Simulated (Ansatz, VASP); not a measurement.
## AlRu: VASP beside Ansatz

File INCAR:

```
  PREC = Accurate
  ENCUT = 520
  EDIFF = 1E-6
  ISMEAR = 0
  SIGMA = 0.15
  LREAL = False
  LASPH = True
  NELM = 100
  ALGO = Fast
  ISIF = 2
  LWAVE = False
  LCHARG = False
  GGA = PS
  NBANDS = 16
```

KPOINTS

```
Automatic mesh
0
Gamma
  16 16 16
```

File POSCAR:

```
AlRu
1.0
    2.9916000000      0.0000000000      0.0000000000
    0.0000000000      2.9916000000      0.0000000000
    0.0000000000      0.0000000000      3.0514320000
Al Ru
1 1
Direct
    0.0000000000      0.0000000000      0.0000000000
    0.5000000000      0.5000000000      0.5000000000
```

Input for Ansatz:

```yaml
crystal:
  lattice:
    - [2.9916, 0.0, 0.0]
    - [0.0, 2.9916, 0.0]
    - [0.0, 0.0, 3.051432]
  atoms:
    - { symbol: Al, position: [0.0, 0.0, 0.0] }
    - { symbol: Ru, position: [0.5, 0.5, 0.5] }
basis:
  ecutwfc: 420
kpoints:
  mp_grid: { grid: [16, 16, 16] }
hamiltonian:
  xc: pbesol
scf:
  occupations: { method: gaussian, width: 0.15 }
output:
  forces: true
  stress: true
  eigenvalues: true
```

Change from the starting cell: strain +0.0200 x Voigt [0, 0, 1, 0, 0, 0], atoms carried along.

Alike in both runs: task single point; functional PBEsol; k mesh 16 × 16 × 16; occupations gaussian, width 0.15 eV; no spin polarisation.

|  | VASP | Ansatz |
| --- | --- | --- |
| version | VASP 6.6.1 | Ansatz 0.2.0 |
| potentials or method | VASP PAW PBE potentials, release 64 (Al, Ru_pv), cutoff 520 eV | scalar-relativistic, plane waves, PAW |
| valence electrons in the cell | 17 | 19 |

```csv
,VASP,Ansatz,Ansatz less VASP
gap on the k mesh at the Fermi level (eV),none,none,-
pressure (GPa),-7.1,-7.1,+0.02
"traceless stress, the component that is largest in VASP (GPa)",-2.08,-2.07,+0.012
```

VASP's potentials were made for PBE, not for PBEsol. A gap of «none» marks a metal or a gap that the smearing closes. With one functional, cell and mesh, what is left measures potentials, basis and numerics. VASP's potentials hold 17 valence electrons a cell and Ansatz's 19, so a difference there can come from the potentials and not from the codes.
